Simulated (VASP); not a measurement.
Write the native input for VASP 6.6.1 that does the following.

| Quantity | Value |
| --- | --- |
| Task | single point |
| Functional | RPBE |
| Dispersion | D4 |
| Potentials or basis | VASP PAW PBE potentials, release 64 (Te, Cd) |
| Cutoff | 520 eV |
| k mesh | 7 × 7 × 7 |
| Occupations | fermi-dirac, width 0.05 eV |
| Spin | no spin polarisation |
| Dipole correction | no |
| Further INCAR settings | ALGO = Normal; EDIFF = 1e-06; NBANDS = 16 |

The structure of CdTe lies in POSCAR:

```
CdTe
1.0
    0.0000000000      3.2585672803      3.2585672803
    3.2585672803      0.0000000000      3.2585672803
    3.2585672803      3.2585672803      0.0000000000
Te Cd
1 1
Direct
    0.7500000000      0.7500000000      0.7500000000
    0.0000000000      0.0000000000      0.0000000000
```

One way to write it, as run:

INCAR

```
ALGO     = Normal         # electronic algorithm
EDIFF    = 1E-6           # SCF threshold, eV
ENCUT    = 520            # plane-wave cutoff, eV
GGA      = RP             # functional
ISIF     = 2              # what is computed and relaxed
ISMEAR   = -1             # smearing method
IVDW     = 13             # dispersion correction
LASPH    = True           # aspherical terms in the spheres
LCHARG   = True           # write CHGCAR
LELF     = True           # ELF
LREAL    = False          # projectors in reciprocal space
LVHAR    = True         
LWAVE    = False          # write WAVECAR
NBANDS   = 16             # bands
NELM     = 80             # most SCF steps
PREC     = Accurate       # precision mode
SIGMA    = 0.05           # smearing width, eV
```

KPOINTS

```
k-points
0
Gamma
  7 7 7
```

Potentials or basis: VASP PAW PBE potentials, release 64 (Te, Cd).

The run is started by

```console
$ cat potpaw_PBE.64/Te/POTCAR potpaw_PBE.64/Cd/POTCAR > POTCAR
$ mpirun -np 1 vasp_std > vasp.out
```

Results of the run:

```json
{
 "Pressure": "0.1 GPa",
 "Band gap on the k mesh": "0.87 eV",
 "Dispersion energy per atom": "-0.616 eV"
}
```

Caveat: the PAW data sets were made with another functional, which shifts forces and pressure a little; spin-orbit coupling is left out, which moves the levels of the heavy elements.

It took 40 s on 1 thread of AMD EPYC 7R43 64-Core Processor (Zen 3) (shared host), peak memory 0.18 GiB.
